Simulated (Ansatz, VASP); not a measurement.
**Two plane-wave programs on CdS**

File POSCAR:

```
CdS
1.0
    0.0000000000      2.9392148365      2.9392148365
    2.9392148365      0.0000000000      2.9392148365
    2.9392148365      2.9392148365      0.0000000000
Cd S
1 1
Direct
    0.0000000000      0.0000000000      0.0000000000
    0.2500000000      0.2500000000      0.2500000000
```

File INCAR.step1:

```
SYSTEM = CdS
ALGO = Normal ; EDIFF = 1E-4
ENCUT = 520 ; GGA = PE
ISMEAR = 0 ; LASPH = .True.
LCHARG = .False. ; LREAL = .False.
LWAVE = .True. ; NBANDS = 16
NELM = 80 ; PREC = Accurate
SIGMA = 0.01
```

File INCAR.step2:

```
SYSTEM = CdS
ALGO = Normal ; EDIFF = 1E-6
ENCUT = 520 ; ISIF = 2
ISMEAR = 0 ; ISTART = 1
LASPH = .True. ; LCHARG = .False.
LMIXTAU = .True. ; LREAL = .False.
LWAVE = .False. ; METAGGA = R2SCAN
NBANDS = 16 ; NELM = 80
PREC = Accurate ; SIGMA = 0.01
```

KPOINTS

```
k-points
0
Gamma
  8 8 8
  0 0 0
```

Input for Ansatz:

```yaml
crystal:
  lattice:
    - [0.0, 2.9392148365, 2.9392148365]
    - [2.9392148365, 0.0, 2.9392148365]
    - [2.9392148365, 2.9392148365, 0.0]
  atoms:
    - { symbol: Cd, position: [0.0, 0.0, 0.0] }
    - { symbol: S, position: [0.25, 0.25, 0.25] }
kpoints:
  mp_grid: { grid: [8, 8, 8] }
  band_path:
    path:
      - [0.0, 0.0, 0.0]
      - [-0.5, -0.5, 0.0]
      - [-0.375, -0.375, 0.25]
      - [-0.375, 0.0, 0.375]
      - [0.0, 0.0, 0.5]
      - [-0.5, -0.25, 0.25]
    npoints: 1
hamiltonian:
  xc: r2scan
scf:
  occupations: { method: fixed }
  n_extra_bands: 4
output:
  forces: true
  stress: true
  eigenvalues: true
```

Alike in both runs: task single point; functional r2SCAN; k mesh 8 × 8 × 8; no spin polarisation.

|  | VASP | Ansatz |
| --- | --- | --- |
| version | VASP 6.6.1 | Ansatz 0.2.0 |
| potentials or method | VASP PAW PBE potentials, release 64 (Cd, S) | plane waves, PAW |
| plane-wave cutoff (eV) | 520 | 500 |
| occupations | gaussian, width 0.01 eV | fixed |
| valence electrons in the cell | 18 | 26 |

Ansatz gave:

```
gap on the k mesh at the Fermi level (eV) : 1.54
pressure (GPa)                            : 0.0
```

Problem. Which values does VASP return?

Solution. gap on the k mesh at the Fermi level (eV): 1.54; pressure (GPa): 0.3.

VASP's potentials were made for PBE, not for r2SCAN. VASP's potentials hold 18 valence electrons a cell and Ansatz's 26, so a difference there can come from the potentials and not from the codes.
